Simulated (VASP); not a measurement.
# Al3Ga5P8 (P1) in VASP: further runs

Runs on Al3Ga5P8. Level: PBEsol. Tasks: single point.

Everything below comes from runs of VASP 6.6.1. Logs are shortened: lines on timing, memory, paths and dates and some standing lists are left out, and cuts for length are marked.

**1. The cell of the first run**

The typed cell holds 96 atoms: a = 11.533 Å, b = 13.317 Å, c = 12.648 Å, α = 90.00°, β = 90.00°, γ = 90.00°.

**2. Single point, PBEsol**

Input file INCAR:

```
SYSTEM = Al3Ga5P8
PREC = Accurate ; ENCUT = 500
EDIFF = 1E-6 ; ISMEAR = -1
SIGMA = 0.05 ; LREAL = Auto
LASPH = .True. ; NELM = 120
ALGO = Normal ; ISIF = 2
LWAVE = .False. ; LCHARG = .False.
GGA = PS ; NBANDS = 396
ISYM = -1 ; GGA_COMPAT = .False.
KPAR = 1
```

Input file KPOINTS:

```
explicit points
1
Reciprocal
  0.25000000   0.25000000   0.25000000 1
```

Input file POSCAR:

```
Al3Ga5P8
1.0
   11.5325390000      0.0000000000      0.0000000000
   -0.0000010000     13.3166310000      0.0000000000
    0.0000000000      0.0000000000     12.6484900000
Ga Al P
30 18 48
Direct
    0.9965440000      0.1657860000      0.9991880000
    0.3319470000      0.1682850000      0.4995470000
    0.1684160000      0.4154580000      0.5000880000
    0.9982100000      0.6671580000      0.5027880000
    0.6660070000      0.1666690000      0.9989550000
    0.5022960000      0.4168530000      0.9996900000
    0.3364390000      0.6664030000      0.9991660000
    0.3335240000      0.6670960000      0.5002040000
    0.1650640000      0.9145600000      0.0003940000
    0.1640490000      0.9180920000      0.4994320000
    0.8333370000      0.4167510000      0.9974770000
    0.8332440000      0.4183870000      0.4988150000
    0.6679510000      0.6678350000      0.5010210000
    0.5012400000      0.9140160000      0.0004860000
    0.8324380000      0.9172420000      0.0003280000
    0.1662540000      0.0818120000      0.2504180000
    0.1642410000      0.0831020000      0.7506790000
    0.9994120000      0.3319670000      0.2491070000
    0.4994440000      0.0838560000      0.7489300000
    0.3316070000      0.3311640000      0.2480840000
    0.3342370000      0.3323460000      0.7528030000
    0.1635610000      0.5834550000      0.2494060000
    0.1661500000      0.5851270000      0.7507080000
    0.0015580000      0.8344660000      0.2516200000
    0.9980200000      0.8356080000      0.7498730000
    0.8318880000      0.0825360000      0.2536010000
    0.8332020000      0.0850010000      0.7498420000
    0.6650780000      0.3341520000      0.2506830000
    0.3302220000      0.8321810000      0.7505950000
    0.8341650000      0.5813270000      0.2482240000
    0.9990620000      0.1688020000      0.5001490000
    0.3340930000      0.1655330000      0.9996290000
    0.1659740000      0.4151550000      0.0005770000
    0.0009090000      0.6656950000      0.0016140000
    0.6658840000      0.1653630000      0.5002640000
    0.5022730000      0.4165280000      0.5009570000
    0.6647120000      0.6688980000      0.9976920000
    0.4974900000      0.9181330000      0.4983930000
    0.8325670000      0.9171240000      0.4985720000
    0.9985040000      0.3336050000      0.7464250000
    0.5007050000      0.0875810000      0.2492040000
    0.6659750000      0.3355380000      0.7514570000
    0.4971690000      0.5793340000      0.2514490000
    0.5012530000      0.5837520000      0.7490070000
    0.3332090000      0.8325770000      0.2514420000
    0.8356800000      0.5828160000      0.7506510000
    0.6677060000      0.8346690000      0.2515260000
    0.6668700000      0.8336740000      0.7500040000
    0.9980550000      0.1685770000      0.1882620000
    0.0038220000      0.1667630000      0.6894510000
    0.3351840000      0.1654350000      0.1885050000
    0.3330840000      0.1682980000      0.6903150000
    0.1653500000      0.4176580000      0.1890100000
    0.1666500000      0.4188840000      0.6874630000
    0.0033480000      0.6644650000      0.1872690000
    0.9989410000      0.6662430000      0.6873850000
    0.6677740000      0.1684180000      0.1870580000
    0.6655190000      0.1637290000      0.6880370000
    0.5013610000      0.4159380000      0.1850300000
    0.4985780000      0.4171100000      0.6896020000
    0.3341270000      0.6664220000      0.1876320000
    0.3345450000      0.6662330000      0.6876010000
    0.1648670000      0.9159580000      0.1860990000
    0.1684980000      0.9176160000      0.6877660000
    0.8325910000      0.4205530000      0.1852330000
    0.8344610000      0.4167020000      0.6845970000
    0.6657680000      0.6669330000      0.1863300000
    0.6672740000      0.6674080000      0.6881770000
    0.4998040000      0.9184860000      0.1880510000
    0.5030270000      0.9157700000      0.6863440000
    0.8319490000      0.9149870000      0.1866530000
    0.8320830000      0.9163340000      0.6866630000
    0.1699460000      0.0827810000      0.4393680000
    0.1652220000      0.0850760000      0.9376980000
    0.0015220000      0.3333690000      0.4346300000
    0.0026690000      0.3314030000      0.9384270000
    0.4982210000      0.0827440000      0.4365230000
    0.5008100000      0.0821980000      0.9363310000
    0.3335660000      0.3349440000      0.4363400000
    0.3330510000      0.3335340000      0.9386020000
    0.1654640000      0.5827410000      0.4369420000
    0.1661310000      0.5815350000      0.9382750000
    0.0013550000      0.8346660000      0.4367100000
    0.0012010000      0.8355500000      0.9370470000
    0.8337090000      0.0852000000      0.4395240000
    0.8311550000      0.0846810000      0.9375320000
    0.6669560000      0.3335510000      0.4344290000
    0.6675050000      0.3332840000      0.9390260000
    0.4972930000      0.5832550000      0.4373140000
    0.4994390000      0.5832740000      0.9363110000
    0.3343860000      0.8339440000      0.4391530000
    0.3318920000      0.8356570000      0.9389460000
    0.8342630000      0.5821810000      0.4371140000
    0.8345430000      0.5851640000      0.9386120000
    0.6669410000      0.8338810000      0.4373070000
    0.6671100000      0.8323180000      0.9375140000
```

Potentials or basis: VASP PAW PBE potentials, release 64 (Ga_d, Al, P).

Launch:

```console
$ cat potpaw_PBE.64/Ga_d/POTCAR potpaw_PBE.64/Al/POTCAR potpaw_PBE.64/P/POTCAR > POTCAR
$ mpirun -np 4 vasp_std > vasp.out
```

OUTCAR:

```text
SYSTEM = Al3Ga5P8
   PREC = Accurate
   ENCUT = 500
   EDIFF = 1E-6
   ISMEAR = -1
   LREAL = Auto
   LASPH = .True.
   NELM = 120
   ISIF = 2
   GGA = PS
   ISYM = -1

 ion  position               nearest neighbor table
   1  0.997  0.166  0.999-  86 2.33  76 2.34  74 2.35  49 2.39
   2  0.332  0.168  0.500-  73 2.32  79 2.36  77 2.37  52 2.41
   3  0.168  0.415  0.500-  79 2.33  75 2.36  81 2.37  54 2.37
   4  0.998  0.667  0.503-  56 2.33  93 2.35  83 2.38  81 2.38
   5  0.666  0.167  0.999-  86 2.33  88 2.34  78 2.35  57 2.38
   6  0.502  0.417  1.000-  88 2.34  59 2.34  90 2.36  80 2.37
[... 88 lines left out ...]
  95  0.667  0.834  0.437-  39 2.34  47 2.35  13 2.35  38 2.38
  96  0.667  0.832  0.938-  37 2.31  14 2.34  15 2.35  48 2.37

IMPORTANT INFORMATION: All symmetrisations will be switched off!
NOSYMM: (Re-)initialisation of all symmetry stuff for point group C_1.

----------------------------------------------------------------------------------------

                                     Primitive cell

  volume of cell :    1942.4864

  direct lattice vectors                    reciprocal lattice vectors
    11.532539000  0.000000000  0.000000000     0.086711174  0.000000007  0.000000000
    -0.000001000 13.316631000  0.000000000     0.000000000  0.075094068  0.000000000
     0.000000000  0.000000000 12.648490000     0.000000000  0.000000000  0.079060821

  length of vectors
    11.532539000 13.316631000 12.648490000     0.086711174  0.075094068  0.079060821

  position of ions in fractional coordinates (direct lattice)
     0.996544000  0.165786000  0.999188000
     0.331947000  0.168285000  0.499547000
     0.168416000  0.415458000  0.500088000
     0.998210000  0.667158000  0.502788000
     0.666007000  0.166669000  0.998955000
     0.502296000  0.416853000  0.999690000
[... 88 lines left out ...]
     0.666941000  0.833881000  0.437307000
     0.667110000  0.832318000  0.937514000

  ion indices of the primitive-cell ions
   primitive index   ion index
                 1           1
                 2           2
                 3           3
                 4           4
                 5           5
                 6           6
[... 88 lines left out ...]
                95          95
                96          96

----------------------------------------------------------------------------------------

 KPOINTS: explicit points

Read explicit list of k-points.

 Found      1 k-points:

 Following reciprocal coordinates:
            Coordinates               Weight
  0.250000  0.250000  0.250000      1.000000
   k-points           NKPTS =      1   k-points in BZ     NKDIM =      1   number of bands    NBANDS=    396
   number of dos      NEDOS =    301   number of ions     NIONS =     96
   total plane-waves  NPLWV = 790272
   dimension x,y,z NGX =    84 NGY =   98 NGZ =   96
   dimension x,y,z NGXF=   168 NGYF=  196 NGZF=  192
   ions per type =              30  18  48
   NGX,Y,Z   is equivalent  to a cutoff of  12.11, 12.23, 12.62 a.u.
   NGXF,Y,Z  is equivalent  to a cutoff of  24.22, 24.47, 25.24 a.u.
 SYSTEM =  Al3Ga5P8
   PREC   = accura    normal or accurate (medium, high low for compatibility)
   ISTART =      0    job   : 0-new  1-cont  2-samecut
   ICHARG =      2    charge: 1-file 2-atom 10-const
   ISPIN  =      1    spin polarized calculation?
   LNONCOLLINEAR =      F non collinear calculations
   LSORBIT =      F    spin-orbit coupling
   LASPH  =      T    aspherical Exc in radial PAW
   ENCUT  =  500.0 eV  36.75 Ry    6.06 a.u.  21.03 24.28 23.06*2*pi/ulx,y,z
   NELM   =    120;   NELMIN=  2; NELMDL= -5     # of ELM steps
   EDIFF  = 0.1E-05   stopping-criterion for ELM
   LREAL  =      T    real-space projection
   EDIFFG = 0.1E-04   stopping-criterion for IOM
   NSW    =      0    number of steps for IOM
   IBRION =     -1    ionic relax: 0-MD 1-quasi-New 2-CG
   NFREE  =      0    steps in history (QN), initial steepest desc. (CG)
   ISIF   =      2    stress and relaxation
   ISYM   =     -1    0-nonsym 1-usesym 2-fastsym
   POTIM  = 0.5000    time-step for ionic-motion
   TEBEG  =    0.0;   TEEND  =   0.0 temperature during run
   PSTRESS=    0.0 pullay stress
   NELECT =     684.0000    total number of electrons
   NUPDOWN=      -1.0000    fix difference up-down
   EMIN   =  10.00;   EMAX   =-10.00  energy-range for DOS
   EFERMI =   0.00;   METHOD = LEGACY
   ISMEAR =    -1;   SIGMA  =   0.05  broadening in eV -4-tet -1-fermi 0-gaus
   EFERMI_NEDOS =   21; number of points for ismear=-14 and -15
   IALGO  =     38    algorithm
   IMIX   =      4    mixing-type and parameters
     AMIX     =   0.40;   BMIX     =  1.00
     AMIX_MAG =   1.60;   BMIX_MAG =  1.00
  volume/ion in A,a.u.               =      20.23       136.55
  Fermi-wavevector in a.u.,A,eV,Ry     =   1.156044  2.184606 18.183326  1.336437
  Thomas-Fermi vector in A             =   2.292667
   LORBIT       =      0    0 simple, 1 ext, 2 COOP (PROOUT), +10 PAW based schemes
   GGA     = PS    functional components
   LHFCALC =     F    Hartree Fock is set to
   AEXX    =    0.0000 exact exchange contribution
   IVDW    =     0    specifies the selected vdW correction
   LEPSILON=     F    determine dielectric tensor
   LRPA    =     F    only Hartree local field effects (RPA)
 non-spin polarized calculation
  energy-cutoff  :      500.00
  volume of cell :     1942.49
 maximum number of plane-waves:     49317
 NGX is ok and might be reduce to    84
   NGX = 43   NGY = 49   NGZ = 47

 number of electron     683.9999984 magnetization

 Free energy of the ion-electron system (eV)
  ---------------------------------------------------
  ext. energy  EPLUGINS =         0.00000000
  ---------------------------------------------------
  free energy    TOTEN  =      -494.36219592 eV

  energy without entropy =     -494.36219583  energy(sigma->0) =     -494.36219587

 E-fermi :   5.3791     XC(G=0):  -9.7787

 val. band max:        4.4992126499   @ k =   0.2500   0.2500   0.2500
 cond. band min:       6.2706826046   @ k =   0.2500   0.2500   0.2500
 fundamental gap:      1.7714699548
 Fermi energy:         5.3791335936

 k-point     1 :       0.2500    0.2500    0.2500
  band No.  band energies     occupation
      1      -9.9386      2.00000
      2      -9.9181      2.00000
      3      -9.9140      2.00000
      4      -9.9126      2.00000
      5      -9.9081      2.00000
      6      -9.9039      2.00000
[... 346 lines left out ...]
    353       6.9463      0.00000
    354       6.9850      0.00000
 [bands above 354 left out]

------------------------ aborting loop because EDIFF is reached ----------------------------------------

  FORCE on cell =-STRESS in cart. coord.  units (eV):
  Direction    XX          YY          ZZ          XY          YZ          ZX
  --------------------------------------------------------------------------------------
  -------------------------------------------------------------------------------------
  Total        1.1320037      2.1735474      1.3434620      0.9062030      0.3352285      2.6226063
  in kB        0.9336852      1.7927582      1.1080976      0.7474431      0.2764990      2.1631454
  external PRESSURE =       1.2781803 kB  Pullay stress =       0.0000000 kB

 VOLUME and BASIS-vectors are now :
 -----------------------------------------------------------------------------
  energy-cutoff  :      500.00
  volume of cell :     1942.49
      direct lattice vectors                 reciprocal lattice vectors
    11.532539000  0.000000000  0.000000000     0.086711174  0.000000007  0.000000000
    -0.000001000 13.316631000  0.000000000     0.000000000  0.075094068  0.000000000
     0.000000000  0.000000000 12.648490000     0.000000000  0.000000000  0.079060821

 POSITION                                       TOTAL-FORCE (eV/Angst)
 -----------------------------------------------------------------------------------
     11.49268      2.20771     12.63822         0.228149      0.013142      0.301899
      3.82819      2.24099      6.31852         0.297913      0.129344      0.341621
      1.94226      5.53250      6.32536        -0.151248      0.244627      0.037679
     11.51190      8.88430      6.35951         0.279269     -0.051255     -0.355639
      7.68075      2.21947     12.63527        -0.079795     -0.008458      0.206679
      5.79275      5.55108     12.64457        -0.220266     -0.004353     -0.046264
[... 88 lines left out ...]
      7.69152     11.10449      5.53127        -0.154800     -0.019884      0.073655
      7.69347     11.08367     11.85814         0.022191      0.392090     -0.214924
 -----------------------------------------------------------------------------------
    total drift:                               -0.015110      0.007526      0.032922

  FREE ENERGIE OF THE ION-ELECTRON SYSTEM (eV)
  ---------------------------------------------------
  free  energy   TOTEN  =      -494.3621959180 eV

  energy  without entropy=     -494.3621958285  energy(sigma->0) =     -494.36219587
```

Wall time 11 min (4 MPI ranks of Intel Xeon Platinum 8259CL at 2.50GHz (Skylake/Cascade Lake), shared host); peak memory 0.65 GiB.

What came out:

```yaml
Free_energy: -494.3622 eV
Pressure: 0.1 GPa
Largest_force: 0.885 eV/Å
Band_gap_on_the_k_mesh: 1.77 eV
```

Forces in eV/Å, atoms in the order of the input:
```
Ga   0.228  0.013  0.302
Ga   0.298  0.129  0.342
Ga  -0.151  0.245  0.038
Ga   0.279 -0.051 -0.356
Ga  -0.080 -0.008  0.207
Ga  -0.220 -0.004 -0.046
Ga  -0.442  0.134  0.152
Ga  -0.284 -0.050  0.029
Ga   0.118  0.606 -0.022
Ga   0.456 -0.174  0.255
Ga   0.305  0.067  0.211
Ga   0.159 -0.359 -0.163
Ga  -0.132 -0.248 -0.158
Ga  -0.057  0.335  0.101
Ga   0.147  0.073 -0.045
Ga  -0.078  0.205  0.053
Ga   0.541 -0.068  0.227
Ga  -0.210  0.471 -0.084
Ga  -0.117 -0.327  0.148
Ga   0.120  0.318  0.091
Ga  -0.329  0.291 -0.066
Ga   0.615 -0.057  0.281
Ga   0.090 -0.064  0.031
Ga  -0.249 -0.316 -0.265
Ga   0.259 -0.148 -0.035
Ga   0.119  0.025 -0.315
Ga   0.122 -0.224  0.051
Ga   0.350  0.127 -0.360
Ga   0.525  0.148  0.046
Ga  -0.113  0.616  0.173
Al   0.438 -0.182  0.113
Al   0.017  0.077  0.086
Al   0.152  0.141  0.229
Al   0.142  0.325 -0.184
Al  -0.156  0.209  0.015
Al  -0.174  0.041  0.039
Al   0.178 -0.469  0.400
Al   0.400 -0.152  0.282
Al   0.171  0.031  0.132
Al   0.365  0.083  0.536
Al   0.198 -0.457  0.128
Al   0.102 -0.397 -0.163
Al   0.336  0.447 -0.209
Al  -0.095  0.028  0.120
Al   0.003  0.137 -0.074
Al  -0.288 -0.002  0.092
Al  -0.346 -0.329 -0.196
Al   0.015 -0.031  0.113
P    0.110 -0.591 -0.148
P   -0.609 -0.014 -0.443
P   -0.540  0.096 -0.322
P   -0.121 -0.277 -0.461
P    0.115 -0.232 -0.212
P    0.170 -0.263 -0.007
P   -0.612  0.568  0.130
P    0.258  0.409  0.149
P    0.130 -0.038 -0.076
P    0.157  0.695 -0.081
P   -0.382 -0.261  0.171
P    0.097 -0.110 -0.259
P   -0.231 -0.148 -0.101
P   -0.230  0.083 -0.042
P    0.263  0.055  0.171
P   -0.395 -0.083 -0.161
P    0.049 -0.882  0.053
P   -0.326  0.021  0.139
P   -0.025 -0.105  0.158
P    0.195 -0.150 -0.125
P    0.029 -0.001 -0.026
P   -0.658  0.139  0.069
P    0.411  0.339  0.154
P    0.179  0.306 -0.016
P   -0.601  0.207 -0.312
P   -0.037 -0.413  0.096
P   -0.204  0.227  0.298
P   -0.559  0.145 -0.479
P    0.041  0.358 -0.002
P   -0.035 -0.129  0.040
P    0.164 -0.215 -0.055
P    0.266 -0.043  0.072
P   -0.002  0.154  0.136
P    0.235  0.254 -0.115
P   -0.291 -0.240  0.170
P   -0.421 -0.423 -0.010
P   -0.060 -0.225 -0.124
P    0.030 -0.285 -0.130
P    0.096 -0.109  0.460
P   -0.048  0.000 -0.251
P    0.422  0.035  0.233
P    0.156 -0.073 -0.094
P   -0.511 -0.123 -0.157
P    0.151 -0.413 -0.234
P   -0.181  0.384 -0.167
P   -0.247 -0.202 -0.225
P   -0.155 -0.020  0.074
P    0.022  0.392 -0.215
```

Caveat: the PAW data sets were made with another functional, which shifts forces and pressure a little; a shifted mesh leaves out Γ, where band edges can lie.

(Part 1 of 2 ends here.)
